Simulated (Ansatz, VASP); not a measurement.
## W: VASP beside Ansatz

```xyz
3
Lattice="4.5020 0.0000 0.0000 -2.2510 3.8989 0.0000 0.0000 0.0000 17.8379" Properties=species:S:1:pos:R:3 pbc="T T T"
W     0.0000    1.2996    8.4498
W     0.0000    3.8989    8.9189
W     2.2510    2.5993    9.3881
```

Alike in both runs: task single point; functional PBE; k mesh 9 × 9 × 1; occupations fermi-dirac, width 0.08 eV; no spin polarisation.

|  | VASP | Ansatz |
| --- | --- | --- |
| version | VASP 6.6.1 | Ansatz 0.2.0 |
| potentials or method | VASP PAW PBE potentials, release 64 (W_sv) | PAW with Ansatz's default frozen-core files, scalar-relativistic |
| plane-wave cutoff (eV) | 520 | 420 |
| valence electrons in the cell | 42 | 42 |

VASP gave:

```
rms of the force components (eV/Å) : 0.012
```

Task: Estimate Ansatz's values.

Result: rms of the force components (eV/Å): 0.003.

Atom by atom the forces differ by 0.015 eV/Å (rms over components). The functional is the same, so the differences come from potentials, cutoffs and numerics. Ansatz's warnings: structure snapped to symmetry, xc potential rough in thin density.

Neither program's run includes spin-orbit coupling.
